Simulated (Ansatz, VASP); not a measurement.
# One calculation of Pd, two programs

```
Pd
1.0
     2.73972    0.00000    0.00000
     1.36986    2.37267    0.00000
     0.00000    0.00000   33.89577
Pd
9
Direct
  0.33333 0.33333 0.23602
  0.66667 0.66667 0.30201
  0.00000 0.00000 0.36801
  0.33333 0.33333 0.43400
  0.66667 0.66667 0.50000
  0.00000 0.00000 0.56600
  0.33333 0.33333 0.63199
  0.66667 0.66667 0.69799
  0.00000 0.00000 0.76398
```

Alike in both runs: task single point; functional PBEsol; k mesh 14 × 14 × 1; no spin polarisation.

|  | VASP | Ansatz |
| --- | --- | --- |
| version | VASP 6.6.1 | Ansatz 0.2.0 |
| potentials or method | VASP PAW PBE potentials, release 64 (Pd) | plane-wave PAW, scalar-relativistic |
| plane-wave cutoff (eV) | 520 | 420 |
| occupations | methfessel-paxton of order 1, width 0.1 eV | cold, width 0.1 eV |
| valence electrons in the cell | 90 | 162 |

VASP gave:

```
rms of the force components (eV/Å)         : 0.033
work function, face that differs most (eV) : 5.37
```

Question: What did Ansatz give for the same quantities?

Answer: rms of the force components (eV/Å): 0.036; work function, face that differs most (eV): 5.38.

VASP's potentials were made for PBE, not for PBEsol, and Ansatz warns of the same on its side. Atom by atom the forces differ by 0.005 eV/Å (rms over components). VASP's potentials hold 90 valence electrons a cell and Ansatz's 162, so a difference there can come from the potentials and not from the codes.
